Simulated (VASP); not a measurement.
# Y (Pm-3m) in VASP: notebook

Runs on Y. Level: PBE. Tasks: single point, relaxation of cell and atoms.

Everything below comes from runs of VASP 6.6.1. Logs are shortened: lines on timing, memory, paths and dates and some standing lists are left out, and cuts for length are marked.

**1. The cell of the first run**

The structure is cubic, space group Pm-3m (No. 221). The conventional cell has a = 2.863 Å, b = 2.863 Å, c = 2.863 Å, α = 90.00°, β = 90.00°, γ = 90.00°. Within 3.8 Å of Y (site symmetry m-3m) lie 6 Y at 2.86 Å.

This isn't the form of Y at room conditions, which is hcp.

**2. Single point, PBE**

INCAR

```
PREC     = Accurate       # precision mode
ENCUT    = 520            # plane-wave cutoff, eV
EDIFF    = 1E-6           # SCF threshold, eV
ISMEAR   = -1             # smearing method
SIGMA    = 0.1            # smearing width, eV
LREAL    = False          # projectors in reciprocal space
LASPH    = True           # aspherical terms in the spheres
NELM     = 80             # most SCF steps
ALGO     = Normal         # electronic algorithm
ISIF     = 2              # what is computed and relaxed
LWAVE    = False          # write WAVECAR
LCHARG   = True           # write CHGCAR
GGA      = PE             # functional
LELF     = True           # ELF
LVHAR    = True         
NBANDS   = 12             # bands
```

KPOINTS

```
regular mesh
0
Gamma
  7 7 7
```

POSCAR

```
Y
1.0
    2.8630694803      0.0000000000      0.0000000000
    0.0000000000      2.8630694803      0.0000000000
    0.0000000000      0.0000000000      2.8630694803
Y
1
Direct
    0.0000000000      0.0000000000      0.0000000000
```

Potentials or basis: VASP PAW PBE potentials, release 64 (Y_sv).

Run with:

```sh
cat potpaw_PBE.64/Y_sv/POTCAR > POTCAR
mpirun -np 1 vasp_std > vasp.out
```

OUTCAR:

```text
PREC = Accurate
   ENCUT = 520
   EDIFF = 1E-6
   ISMEAR = -1
   LREAL = False
   LASPH = True
   NELM = 80
   ISIF = 2
   GGA = PE

 ion  position               nearest neighbor table
   1  0.000  0.000  0.000-

  LATTYP: Found a simple cubic cell.
 ALAT       =     2.8630694803

  Lattice vectors:

 A1 = (   2.8630694803,   0.0000000000,   0.0000000000)
 A2 = (   0.0000000000,   2.8630694803,   0.0000000000)
 A3 = (   0.0000000000,   0.0000000000,   2.8630694803)

Analysis of symmetry for initial positions (statically):
=====================================================================
 Subroutine PRICEL returns:
 Original cell was already a primitive cell.

 Routine SETGRP: Setting up the symmetry group for a
 simple cubic supercell.

 Subroutine GETGRP returns: Found 48 space group operations
 (whereof 48 operations were pure point group operations)
 out of a pool of 48 trial point group operations.

The static configuration has the point symmetry O_h .

Analysis of symmetry for dynamics (positions and initial velocities):
=====================================================================
 Subroutine PRICEL returns:
 Original cell was already a primitive cell.

 Routine SETGRP: Setting up the symmetry group for a
 simple cubic supercell.

 Subroutine GETGRP returns: Found 48 space group operations
 (whereof 48 operations were pure point group operations)
 out of a pool of 48 trial point group operations.

The dynamic configuration has the point symmetry O_h .

 Subroutine INISYM returns: Found 48 space group operations
 (whereof 48 operations are pure point group operations),
 and found     1 'primitive' translations

----------------------------------------------------------------------------------------

                                     Primitive cell

  volume of cell :      23.4691

  direct lattice vectors                    reciprocal lattice vectors
     2.863069480  0.000000000  0.000000000     0.349275492  0.000000000  0.000000000
     0.000000000  2.863069480  0.000000000     0.000000000  0.349275492  0.000000000
     0.000000000  0.000000000  2.863069480     0.000000000  0.000000000  0.349275492

  length of vectors
[... 76 lines left out ...]
   LREAL  =      F    real-space projection
   EDIFFG = 0.1E-04   stopping-criterion for IOM
   NSW    =      0    number of steps for IOM
   IBRION =     -1    ionic relax: 0-MD 1-quasi-New 2-CG
   NFREE  =      0    steps in history (QN), initial steepest desc. (CG)
   ISIF   =      2    stress and relaxation
   ISYM   =      2    0-nonsym 1-usesym 2-fastsym
   POTIM  = 0.5000    time-step for ionic-motion
   TEBEG  =    0.0;   TEEND  =   0.0 temperature during run
   PSTRESS=    0.0 pullay stress
   NELECT =      11.0000    total number of electrons
   NUPDOWN=      -1.0000    fix difference up-down
   EMIN   =  10.00;   EMAX   =-10.00  energy-range for DOS
   EFERMI =   0.00;   METHOD = LEGACY
   ISMEAR =    -1;   SIGMA  =   0.10  broadening in eV -4-tet -1-fermi 0-gaus
   EFERMI_NEDOS =   21; number of points for ismear=-14 and -15
   IALGO  =     38    algorithm
   IMIX   =      4    mixing-type and parameters
     AMIX     =   0.40;   BMIX     =  1.00
     AMIX_MAG =   1.60;   BMIX_MAG =  1.00
  volume/ion in A,a.u.               =      23.47       158.38
  Fermi-wavevector in a.u.,A,eV,Ry     =   1.271668  2.403105 22.002528  1.617140
  Thomas-Fermi vector in A             =   2.404589
   LORBIT       =      0    0 simple, 1 ext, 2 COOP (PROOUT), +10 PAW based schemes
   GGA     = PE    functional components
   LHFCALC =     F    Hartree Fock is set to
   AEXX    =    0.0000 exact exchange contribution
   IVDW    =     0    specifies the selected vdW correction
   LEPSILON=     F    determine dielectric tensor
   LRPA    =     F    only Hartree local field effects (RPA)
 non-spin polarized calculation
  energy-cutoff  :      520.00
  volume of cell :       23.47
 maximum number of plane-waves:       642
 NGX is ok and might be reduce to    24
   NGX = 11   NGY = 11   NGZ = 11

 number of electron      11.0000001 magnetization

 Free energy of the ion-electron system (eV)
  ---------------------------------------------------
  ext. energy  EPLUGINS =         0.00000000
  ---------------------------------------------------
  free energy    TOTEN  =        -5.12515805 eV

  energy without entropy =       -5.05907619  energy(sigma->0) =       -5.09211712

 E-fermi :   4.8654     XC(G=0): -10.7678

 val. band max:        4.8403024286   @ k =   0.4286   0.1429   0.0000
 cond. band min:       4.8806709335   @ k =   0.1429   0.1429   0.1429
 fundamental gap:      0.0403685049
 Fermi energy:         4.8653974642

 k-point     1 :       0.0000    0.0000    0.0000
  band No.  band energies     occupation
      1     -37.7225      2.00000
      2     -16.6918      2.00000
      3     -16.6918      2.00000
      4     -16.6918      2.00000
      5       0.0825      2.00000
      6       3.5928      1.99999
      7       3.5928      1.99999
      8      12.5318      0.00000
      9      12.5318      0.00000
     10      12.5318      0.00000
     11      18.2475      0.00000
     12      18.2475      0.00000
[... 271 lines left out ...]
 k-point    20 :       0.4286    0.4286    0.4286
  band No.  band energies     occupation
      1     -36.9496      2.00000
      2     -18.0689      2.00000
      3     -18.0528      2.00000
      4     -18.0528      2.00000
      5       3.3335      2.00000
      6       3.7239      1.99998
      7       3.7239      1.99998
      8      11.4696      0.00000
      9      13.5767      0.00000
     10      13.5767      0.00000
     11      16.0784      0.00000
     12      19.3546      0.00000

------------------------ aborting loop because EDIFF is reached ----------------------------------------

  FORCE on cell =-STRESS in cart. coord.  units (eV):
  Direction    XX          YY          ZZ          XY          YZ          ZX
  --------------------------------------------------------------------------------------
  -------------------------------------------------------------------------------------
  Total        2.9180120      2.9180120      2.9180120     -0.0000000      0.0000000     -0.0000000
  in kB      199.2058047    199.2058047    199.2058047     -0.0000000      0.0000000     -0.0000000
  external PRESSURE =     199.2058047 kB  Pullay stress =       0.0000000 kB

 VOLUME and BASIS-vectors are now :
 -----------------------------------------------------------------------------
  energy-cutoff  :      520.00
  volume of cell :       23.47
      direct lattice vectors                 reciprocal lattice vectors
     2.863069480  0.000000000  0.000000000     0.349275492  0.000000000  0.000000000
     0.000000000  2.863069480  0.000000000     0.000000000  0.349275492  0.000000000
     0.000000000  0.000000000  2.863069480     0.000000000  0.000000000  0.349275492

 POSITION                                       TOTAL-FORCE (eV/Angst)
 -----------------------------------------------------------------------------------
      0.00000      0.00000      0.00000         0.000000      0.000000      0.000000
 -----------------------------------------------------------------------------------
    total drift:                                0.000000     -0.000000     -0.000000

  FREE ENERGIE OF THE ION-ELECTRON SYSTEM (eV)
  ---------------------------------------------------
  free  energy   TOTEN  =        -5.1251580456 eV

  energy  without entropy=       -5.0590761915  energy(sigma->0) =       -5.09211712
```

OSZICAR:

```text
N       E                     dE             d eps       ncg     rms          rms(c)
DAV:   1     0.279457164681E+02    0.27946E+02   -0.57055E+03   480   0.853E+02
DAV:   2    -0.402628593339E+01   -0.31972E+02   -0.30954E+02   568   0.176E+02
DAV:   3    -0.523154255426E+01   -0.12053E+01   -0.11863E+01   648   0.224E+01
DAV:   4    -0.525171241926E+01   -0.20170E-01   -0.20084E-01   536   0.290E+00
DAV:   5    -0.525204803425E+01   -0.33561E-03   -0.33553E-03   620   0.297E-01    0.248E+01
DAV:   6    -0.512448706420E+01    0.12756E+00   -0.17841E-01   560   0.269E+00    0.147E+01
DAV:   7    -0.512625382412E+01   -0.17668E-02   -0.21327E-01   640   0.280E+00    0.146E+00
DAV:   8    -0.512529512545E+01    0.95870E-03   -0.29662E-02   520   0.137E+00    0.304E-01
DAV:   9    -0.512517139672E+01    0.12373E-03   -0.91030E-04   540   0.264E-01    0.936E-02
DAV:  10    -0.512515806608E+01    0.13331E-04   -0.38960E-05   652   0.554E-02    0.116E-02
DAV:  11    -0.512515804561E+01    0.20475E-07   -0.79178E-06   608   0.185E-02
   1 F= -.51251580E+01 E0= -.50921171E+01  d E =-.660819E-01
```

stdout:

```text
POSCAR found type information on POSCAR Y
 POSCAR found :  1 types and       1 ions
 scaLAPACK will be used
 LDA part: xc-table for (Slater+PW92), standard interpolation
 POSCAR, INCAR and KPOINTS ok, starting setup
 FFT: planning ... GRIDC
 FFT: planning ... GRID_SOFT
 FFT: planning ... GRID
 WAVECAR not read
 entering main loop
```

Wall time 14 s (1 thread of AMD EPYC, shared host); peak memory 0.12 GiB.

Results:

```
Free energy            : -5.1252 eV
Pressure               : 19.9 GPa
Band gap on the k mesh : zero (an odd number of electrons rules out a gap without spin polarisation)
```

Caveat: the cell stands under pressure.

**3. Single point, PBE**

This run uses another cell than the first one, of 27.21 Å³/atom.

INCAR

```
SYSTEM = Y
  ALGO = Normal
  EDIFF = 1E-7
  ENCUT = 520
  GGA = PE
  ISIF = 2
  ISMEAR = -1
  LASPH = .True.
  LCHARG = .True.
  LELF = .True.
  LREAL = .False.
  LVHAR = .True.
  LWAVE = .False.
  NBANDS = 12
  NELM = 100
  PREC = Accurate
  SIGMA = 0.1
```

KPOINTS

```
k-points
0
Gamma
  7 7 7
  0 0 0
```

POSCAR

```
Y
1.0
    3.0076292174      0.0000000000      0.0000000000
    0.0000000000      3.0076292174      0.0000000000
    0.0000000000      0.0000000000      3.0076292174
Y
1
Direct
    0.0000000000      0.0000000000      0.0000000000
```

Potentials or basis: VASP PAW PBE potentials, release 64 (Y_sv).

Run with:

```sh
cat potpaw_PBE.64/Y_sv/POTCAR > POTCAR
mpirun -np 1 vasp_std > vasp.out
```

Run time: 16 s. Hardware: 1 thread of AMD EPYC, shared host; peak memory 0.12 GiB.

Results (log left out):

| Item | Value |
| --- | --- |
| Free energy | -5.4634 eV |
| Pressure | 10.0 GPa |
| Band gap on the k mesh | zero (an odd number of electrons rules out a gap without spin polarisation) |

Levels at points of the mesh, in eV from the Fermi level:
```
           k point  band 3  band 4  band 5  band 6  band 7  band 8  band 9  band 10
(0.00, 0.00, 0.00)  -22.01  -22.01   -4.79   -1.02   -1.02    6.61    6.61     6.61
```

Caveat: the cell stands under pressure.

**4. Single point, PBE**

This run uses another cell than the first one, of 30.22 Å³/atom.

INCAR

```
SYSTEM = Y
ALGO = Normal
EDIFF = 1E-6
ENCUT = 520
GGA = PE
ISIF = 2
ISMEAR = -1
LASPH = .TRUE.
LCHARG = .FALSE.
LREAL = .FALSE.
LWAVE = .FALSE.
NBANDS = 12
NELM = 80
PREC = Accurate
SIGMA = 0.1
```

KPOINTS

```
k-points
0
G
  7 7 7
  0 0 0
```

POSCAR

```
Y
1.0
    3.1148077411      0.0000000000      0.0000000000
    0.0000000000      3.1148077411      0.0000000000
    0.0000000000      0.0000000000      3.1148077411
Y
1
Direct
    0.0000000000      0.0000000000      0.0000000000
```

Run with:

```sh
cat potpaw_PBE.64/Y_sv/POTCAR > POTCAR
mpirun -np 1 vasp_std > vasp.out
```

Run time: 15 s. Hardware: 1 thread of AMD EPYC, shared host; peak memory 0.12 GiB.

It converged, with:

```yaml
Free_energy: -5.6009 eV
Pressure: 5.0 GPa
Band_gap_on_the_k_mesh: zero (an odd number of electrons rules out a gap without spin polarisation)
```

Levels at points of the mesh, in eV from the Fermi level:
| k point | band 3 | band 4 | band 5 | band 6 | band 7 | band 8 | band 9 | band 10 |
| --- | --- | --- | --- | --- | --- | --- | --- | --- |
| (0.00, 0.00, 0.00) | -22.30 | -22.30 | -4.69 | -0.84 | -0.84 | 5.96 | 5.96 | 5.96 |

Caveat: the cell stands under pressure.

**5. Single point, PBE**

This run uses another cell than the first one, of 35.11 Å³/atom.

INCAR

```
SYSTEM = Y
PREC = Accurate ; ENCUT = 520
EDIFF = 1E-6 ; ISMEAR = -1
SIGMA = 0.1 ; LREAL = .FALSE.
LASPH = .TRUE. ; NELM = 100
ALGO = Normal ; ISIF = 2
LWAVE = .FALSE. ; LCHARG = .FALSE.
GGA = PE ; NBANDS = 12
```

KPOINTS

```
Automatic mesh
0
G
  7 7 7
  0 0 0
```

POSCAR

```
Y
1.0
    3.2743830217      0.0000000000      0.0000000000
    0.0000000000      3.2743830217      0.0000000000
    0.0000000000      0.0000000000      3.2743830217
Y
1
Direct
    0.0000000000      0.0000000000      0.0000000000
```

Run with:

```sh
cat potpaw_PBE.64/Y_sv/POTCAR > POTCAR
mpirun -np 1 vasp_std > vasp.out
```

It took 15 s on 1 thread of AMD EPYC, shared host; peak memory 0.11 GiB.

It converged, with:

```
Free energy            : -5.6687 eV
Pressure               : 0.0 GPa
Band gap on the k mesh : zero (an odd number of electrons rules out a gap without spin polarisation)
```

Levels at points of the mesh, in eV from the Fermi level:
```csv
k point,band 3,band 4,band 5,band 6,band 7,band 8,band 9,band 10
"(0.00, 0.00, 0.00)",-22.68,-22.68,-4.46,-0.60,-0.60,5.13,5.13,5.13
```

(Continued in part 2 of 2.)
